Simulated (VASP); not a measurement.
# PbSe2 (I4/mcm) in VASP: single point with PBEsol

Aim: the single point of PbSe2 with PBEsol.

Program: VASP 6.6.1. These are calculated values, not measurements. Logs are shortened: lines on timing, memory, paths and dates and some standing lists are left out, and cuts for length are marked.

## Step 1: The cell of the first run

Symmetry: I4/mcm, No. 140, tetragonal system. Conventional cell: a = 6.477 Å, b = 6.477 Å, c = 7.804 Å, α = 90.00°, β = 90.00°, γ = 90.00°. Pb (site symmetry 422) has 8 Se at 3.20 Å and 2 Pb at 3.90 Å within 4.2 Å. Se (site symmetry m2m) has 1 Se at 2.38 Å and 4 Pb at 3.20 Å within 3.3 Å.

## Step 2: Single point, PBEsol

Contents of INCAR:

```
ALGO     = Normal         # electronic algorithm
EDIFF    = 1E-6           # SCF threshold, eV
ENCUT    = 520            # plane-wave cutoff, eV
GGA      = PS             # functional
ISIF     = 2              # what is computed and relaxed
ISMEAR   = 0              # smearing method
LASPH    = True           # aspherical terms in the spheres
LCHARG   = True           # write CHGCAR
LELF     = True           # ELF
LREAL    = False          # projectors in reciprocal space
LVHAR    = True         
LWAVE    = False          # write WAVECAR
NBANDS   = 35             # bands
NELM     = 60             # most SCF steps
PREC     = Accurate       # precision mode
SIGMA    = 0.1            # smearing width, eV
```

Contents of KPOINTS:

```
k-points
0
Gamma
  4 4 4
```

Contents of POSCAR:

```
PbSe2
1.0
   -3.2386330000      3.2386330000      3.9021960000
    3.2386330000     -3.2386330000      3.9021960000
    3.2386330000      3.2386330000     -3.9021960000
Pb Se
2 4
Direct
    0.2500000000      0.2500000000      0.0000000000
    0.7500000000      0.7500000000      0.0000000000
    0.6298170000      0.1298170000      0.7596330000
    0.3701830000      0.8701830000      0.2403670000
    0.8701830000      0.6298170000      0.5000000000
    0.1298170000      0.3701830000      0.5000000000
```

Potentials or basis: VASP PAW PBE potentials, release 64 (Pb_d, Se).

Launch:

```sh
cat potpaw_PBE.64/Pb_d/POTCAR potpaw_PBE.64/Se/POTCAR > POTCAR
mpirun -np 1 vasp_std > vasp.out
```

OUTCAR:

```text
EDIFF = 1E-6
   ENCUT = 520
   GGA = PS
   ISIF = 2
   ISMEAR = 0
   LASPH = True
   LREAL = False
   NELM = 60
   PREC = Accurate

 ion  position               nearest neighbor table
   1  0.250  0.250  0.000-   4 3.20   3 3.20   6 3.20   6 3.20   5 3.20   5 3.20   3 3.20   4 3.20
                             2 3.90   2 3.90
   2  0.750  0.750  0.000-   4 3.20   3 3.20   5 3.20   5 3.20   6 3.20   6 3.20   3 3.20   4 3.20
                             1 3.90   1 3.90
   3  0.630  0.130  0.760-   4 2.38   2 3.20   1 3.20   2 3.20   1 3.20
   4  0.370  0.870  0.240-   3 2.38   1 3.20   2 3.20   1 3.20   2 3.20
   5  0.870  0.630  0.500-   6 2.38   2 3.20   1 3.20   2 3.20   1 3.20
   6  0.130  0.370  0.500-   5 2.38   1 3.20   2 3.20   1 3.20   2 3.20

  LATTYP: Found a body centered tetragonal cell.
 ALAT       =     6.4772660000
 C/A-ratio  =     1.2048898409

  Lattice vectors:

 A1 = (  -3.2386330000,   3.2386330000,   3.9021960000)
 A2 = (   3.2386330000,  -3.2386330000,   3.9021960000)
 A3 = (   3.2386330000,   3.2386330000,  -3.9021960000)

Analysis of symmetry for initial positions (statically):
=====================================================================
 Subroutine PRICEL returns:
 Original cell was already a primitive cell.

 Routine SETGRP: Setting up the symmetry group for a
 body centered tetragonal supercell.

 Subroutine GETGRP returns: Found 16 space group operations
 (whereof  8 operations were pure point group operations)
 out of a pool of 16 trial point group operations.

The static configuration has the point symmetry C_4h.
 The point group associated with its full space group is D_4h.

Analysis of symmetry for dynamics (positions and initial velocities):
=====================================================================
 Subroutine PRICEL returns:
 Original cell was already a primitive cell.

 Routine SETGRP: Setting up the symmetry group for a
 body centered tetragonal supercell.

 Subroutine GETGRP returns: Found 16 space group operations
 (whereof  8 operations were pure point group operations)
 out of a pool of 16 trial point group operations.

The dynamic configuration has the point symmetry C_4h.
 The point group associated with its full space group is D_4h.

 Subroutine INISYM returns: Found 16 space group operations
 (whereof  8 operations are pure point group operations),
 and found     1 'primitive' translations

----------------------------------------------------------------------------------------

                                     Primitive cell

  volume of cell :     163.7165

  direct lattice vectors                    reciprocal lattice vectors
    -3.238633000  3.238633000  3.902196000     0.000000000  0.154386125  0.128132979
     3.238633000 -3.238633000  3.902196000     0.154386125  0.000000000  0.128132979
     3.238633000  3.238633000 -3.902196000     0.154386125  0.154386125  0.000000000

  length of vectors
     6.017027592  6.017027592  6.017027592     0.200631842  0.200631842  0.218334952

  position of ions in fractional coordinates (direct lattice)
     0.250000000  0.250000000  0.000000000
     0.750000000  0.750000000  0.000000000
     0.629817000  0.129817000  0.759633000
     0.370183000  0.870183000  0.240367000
     0.870183000  0.629817000  0.500000000
     0.129817000  0.370183000  0.500000000

  ion indices of the primitive-cell ions
   primitive index   ion index
                 1           1
                 2           2
                 3           3
                 4           4
                 5           5
                 6           6

----------------------------------------------------------------------------------------

 KPOINTS: k-points

Automatic generation of k-mesh.
 Grid dimensions read from file:
 generate k-points for:    4    4    4

 Generating k-lattice:

  Cartesian coordinates                     Fractional coordinates (reciprocal lattice)
     0.000000000  0.038596531  0.032033245     0.250000000  0.000000000  0.000000000
     0.038596531  0.000000000  0.032033245     0.000000000  0.250000000  0.000000000
     0.038596531  0.038596531  0.000000000     0.000000000  0.000000000  0.250000000

  Length of vectors
     0.050157961  0.050157961  0.054583738

  Shift w.r.t. Gamma in fractional coordinates (k-lattice)
     0.000000000  0.000000000  0.000000000

 Subroutine IBZKPT returns following result:
 ===========================================

 Found     13 irreducible k-points:

 Following reciprocal coordinates:
            Coordinates               Weight
  0.000000  0.000000  0.000000      1.000000
  0.250000 -0.000000  0.000000      8.000000
  0.500000 -0.000000  0.000000      4.000000
  0.250000  0.250000  0.000000      8.000000
  0.500000  0.250000  0.000000     16.000000
 -0.250000  0.250000  0.000000      4.000000
  0.500000  0.500000  0.000000      2.000000
  0.250000  0.250000  0.250000      2.000000
 -0.250000  0.250000  0.250000      4.000000
  0.500000  0.500000  0.250000      4.000000
 -0.250000  0.500000  0.250000      8.000000
 -0.250000 -0.250000  0.250000      2.000000
  0.500000  0.500000  0.500000      1.000000
   k-points           NKPTS =     13   k-points in BZ     NKDIM =     13   number of bands    NBANDS=     35
   number of dos      NEDOS =    301   number of ions     NIONS =      6
   total plane-waves  NPLWV = 110592
   dimension x,y,z NGX =    48 NGY =   48 NGZ =   48
   dimension x,y,z NGXF=    96 NGYF=   96 NGZF=   96
   ions per type =               2   4
   NGX,Y,Z   is equivalent  to a cutoff of  13.26, 13.26, 13.26 a.u.
   NGXF,Y,Z  is equivalent  to a cutoff of  26.52, 26.52, 26.52 a.u.
 SYSTEM =  unknown system
   PREC   = accura    normal or accurate (medium, high low for compatibility)
   ISTART =      0    job   : 0-new  1-cont  2-samecut
   ICHARG =      2    charge: 1-file 2-atom 10-const
   ISPIN  =      1    spin polarized calculation?
   LNONCOLLINEAR =      F non collinear calculations
   LSORBIT =      F    spin-orbit coupling
   LASPH  =      T    aspherical Exc in radial PAW
   ENCUT  =  520.0 eV  38.22 Ry    6.18 a.u.  11.19 11.19 11.19*2*pi/ulx,y,z
   NELM   =     60;   NELMIN=  2; NELMDL= -5     # of ELM steps
   EDIFF  = 0.1E-05   stopping-criterion for ELM
   LREAL  =      F    real-space projection
   EDIFFG = 0.1E-04   stopping-criterion for IOM
   NSW    =      0    number of steps for IOM
   IBRION =     -1    ionic relax: 0-MD 1-quasi-New 2-CG
   NFREE  =      0    steps in history (QN), initial steepest desc. (CG)
   ISIF   =      2    stress and relaxation
   ISYM   =      2    0-nonsym 1-usesym 2-fastsym
   POTIM  = 0.5000    time-step for ionic-motion
   TEBEG  =    0.0;   TEEND  =   0.0 temperature during run
   PSTRESS=    0.0 pullay stress
   NELECT =      52.0000    total number of electrons
   NUPDOWN=      -1.0000    fix difference up-down
   EMIN   =  10.00;   EMAX   =-10.00  energy-range for DOS
   EFERMI =   0.00;   METHOD = LEGACY
   ISMEAR =     0;   SIGMA  =   0.10  broadening in eV -4-tet -1-fermi 0-gaus
   EFERMI_NEDOS =   21; number of points for ismear=-14 and -15
   IALGO  =     38    algorithm
   IMIX   =      4    mixing-type and parameters
     AMIX     =   0.40;   BMIX     =  1.00
     AMIX_MAG =   1.60;   BMIX_MAG =  1.00
  volume/ion in A,a.u.               =      27.29       184.14
  Fermi-wavevector in a.u.,A,eV,Ry     =   1.116979  2.110785 16.975208  1.247643
  Thomas-Fermi vector in A             =   2.253598
   LORBIT       =      0    0 simple, 1 ext, 2 COOP (PROOUT), +10 PAW based schemes
   GGA     = PS    functional components
   LHFCALC =     F    Hartree Fock is set to
   AEXX    =    0.0000 exact exchange contribution
   IVDW    =     0    specifies the selected vdW correction
   LEPSILON=     F    determine dielectric tensor
   LRPA    =     F    only Hartree local field effects (RPA)
 non-spin polarized calculation
 Gauss-broadening in eV      SIGMA  =   0.10
  energy-cutoff  :      520.00
  volume of cell :      163.72
 maximum number of plane-waves:      4424
 NGX is ok and might be reduce to    48
   NGX = 23   NGY = 23   NGZ = 23

 number of electron      52.0000008 magnetization

 Free energy of the ion-electron system (eV)
  ---------------------------------------------------
  ext. energy  EPLUGINS =         0.00000000
  ---------------------------------------------------
  free energy    TOTEN  =       -25.26240980 eV

  energy without entropy =      -25.25959427  energy(sigma->0) =      -25.26100203

 E-fermi :   4.6117     XC(G=0):  -9.7194

 val. band max:        4.4120717569   @ k =   0.5000   0.5000   0.2500
 cond. band min:       4.6196569790   @ k =   0.0000   0.0000   0.0000
 fundamental gap:      0.2075852221
 Fermi energy:         4.6117417482

 k-point     1 :       0.0000    0.0000    0.0000
  band No.  band energies     occupation
      1     -12.3524      2.00000
      2     -12.3491      2.00000
      3     -12.3491      2.00000
      4     -12.3102      2.00000
      5     -12.2815      2.00000
      6     -12.2757      2.00000
[... 27 lines left out ...]
     34       9.1060      0.00000
     35       9.4011      0.00000

 k-point     2 :       0.2500   -0.0000    0.0000
  band No.  band energies     occupation
      1     -12.3412      2.00000
      2     -12.3367      2.00000
      3     -12.3363      2.00000
      4     -12.3024      2.00000
      5     -12.2850      2.00000
      6     -12.2843      2.00000
[... 27 lines left out ...]
     34       9.1240      0.00000
     35      10.2292      0.00000

 k-point     3 :       0.5000   -0.0000    0.0000
  band No.  band energies     occupation
      1     -12.3156      2.00000
      2     -12.3156      2.00000
      3     -12.3086      2.00000
      4     -12.3086      2.00000
      5     -12.2972      2.00000
      6     -12.2972      2.00000
[... 27 lines left out ...]
     34       8.6726      0.00000
     35      11.3918      0.00000
[... 305 lines left out ...]
 k-point    12 :      -0.2500   -0.2500    0.2500
  band No.  band energies     occupation
      1     -12.3172      2.00000
      2     -12.3172      2.00000
      3     -12.3078      2.00000
      4     -12.3025      2.00000
      5     -12.2976      2.00000
      6     -12.2976      2.00000
[... 27 lines left out ...]
     34       9.1525      0.00000
     35       9.6674      0.00000

 k-point    13 :       0.5000    0.5000    0.5000
  band No.  band energies     occupation
      1     -12.3433      2.00000
      2     -12.3209      2.00000
      3     -12.3209      2.00000
      4     -12.3122      2.00000
      5     -12.2931      2.00000
      6     -12.2828      2.00000
[... 27 lines left out ...]
     34       7.9078      0.00000
     35       9.5471      0.00000

------------------------ aborting loop because EDIFF is reached ----------------------------------------

  FORCE on cell =-STRESS in cart. coord.  units (eV):
  Direction    XX          YY          ZZ          XY          YZ          ZX
  --------------------------------------------------------------------------------------
  -------------------------------------------------------------------------------------
  Total       -1.8415224     -1.8415224     -1.8202340      0.0000000     -0.0000000     -0.0000000
  in kB      -18.0216708    -18.0216708    -17.8133361      0.0000000     -0.0000000     -0.0000000
  external PRESSURE =     -17.9522259 kB  Pullay stress =       0.0000000 kB

 VOLUME and BASIS-vectors are now :
 -----------------------------------------------------------------------------
  energy-cutoff  :      520.00
  volume of cell :      163.72
      direct lattice vectors                 reciprocal lattice vectors
    -3.238633000  3.238633000  3.902196000     0.000000000  0.154386125  0.128132979
     3.238633000 -3.238633000  3.902196000     0.154386125  0.000000000  0.128132979
     3.238633000  3.238633000 -3.902196000     0.154386125  0.154386125  0.000000000

 POSITION                                       TOTAL-FORCE (eV/Angst)
 -----------------------------------------------------------------------------------
      0.00000      0.00000      1.95110        -0.000000     -0.000000      0.000000
      0.00000      0.00000      5.85329        -0.000000     -0.000000      0.000000
      0.84086      4.07949      0.00000         0.149179      0.149179      0.000000
      2.39778     -0.84086      3.90219        -0.149179     -0.149179     -0.000000
      0.84086      2.39777      3.90220         0.149179     -0.149179      0.000000
      2.39777      0.84086      0.00000        -0.149179      0.149179     -0.000000
 -----------------------------------------------------------------------------------
    total drift:                               -0.000000     -0.000000      0.000000

  FREE ENERGIE OF THE ION-ELECTRON SYSTEM (eV)
  ---------------------------------------------------
  free  energy   TOTEN  =       -25.2624097951 eV

  energy  without entropy=      -25.2595942681  energy(sigma->0) =      -25.26100203
```

Wall time 45 s (1 thread of Intel Xeon 6975P-C (Granite Rapids), shared host); peak memory 0.34 GiB.

Results:

- Free energy: -25.2624 eV
- Pressure: -1.8 GPa
- Largest force: 0.211 eV/Å
- Band gap on the k mesh: zero (bands 26 and 27 overlap by 0.32 eV)

Forces on the atoms (eV/Å):
```
Pb   0.000  0.000  0.000
Pb   0.000  0.000  0.000
Se   0.149  0.149  0.000
Se  -0.149 -0.149  0.000
Se   0.149 -0.149  0.000
Se  -0.149  0.149  0.000
```

Levels at points of the mesh, in eV from the Fermi level:
| k point | band 24 | band 25 | band 26 | band 27 | band 28 | band 29 |
| --- | --- | --- | --- | --- | --- | --- |
| (0.00, 0.00, 0.00) | -2.86 | -2.85 | 0.01 | 2.28 | 2.28 | 3.31 |
| (0.50, 0.00, 0.00) | -2.02 | -0.77 | -0.77 | 0.65 | 0.65 | 2.51 |
| (0.50, 0.50, 0.00) | -1.17 | -1.16 | -0.30 | 1.31 | 1.43 | 1.79 |
| (0.50, 0.50, 0.50) | -1.19 | 0.07 | 0.12 | 1.41 | 1.42 | 1.42 |

Caveat: semilocal functionals underestimate gaps, and a narrow one can read as zero; the PAW data sets were made with another functional, which shifts forces and pressure a little; spin-orbit coupling is left out, which moves the levels of the heavy elements.

The gap in the log of VASP goes by the Fermi energy; the results here count the filled bands.